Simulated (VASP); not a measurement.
Runs of VASP 6.6.1 on MnHg. The structure is that of space group Pm-3m (No. 221), or close to it. The cells are those of the table. 

```tsv
task	level	spin	cell	k mesh	cutoff (eV)	gap on the mesh (eV)	pressure (GPa)	moment (μB)
single point	PBE	collinear, ferromagnetic start	a = 3.315 Å, 2 atoms	12 × 12 × 12	500	none	1.1	3.93
single point	r2SCAN	off	a = 3.315 Å, 2 atoms	12 × 12 × 12	550	none	-18.0	-
single point	PBE	off	a = 3.315 Å, 2 atoms	12 × 12 × 12	500	none	-14.5	-
single point	PBE	collinear, ferromagnetic start	a = 3.315 Å, 2 atoms	6 × 6 × 6	500	none	(a)	3.88
relaxation of cell and atoms	PBE	off	relaxed from a = 3.315 Å, 2 atoms	12 × 12 × 12	500	none	0.0	-
single point	PBE	off	a = 3.147 Å, 2 atoms	12 × 12 × 12	500	none	(b)	-
```

Alike in all rows: potentials or basis VASP PAW PBE potentials, release 64 (Mn_pv, Hg); smearing gaussian 0.1 eV.

Task: Estimate the missing entries.

Result: (a) 0.6; (b) 1.2.

Caveats: spin-orbit coupling is left out, which moves the levels of the heavy elements; the cell stands under tension (at least some runs); the PAW data sets were made with another functional, which shifts forces and pressure a little (at least some runs).

A k mesh can miss the band edges, and the runs leave out spin-orbit coupling on Hg.

A gap of «none» marks levels without a gap at the run's occupations.
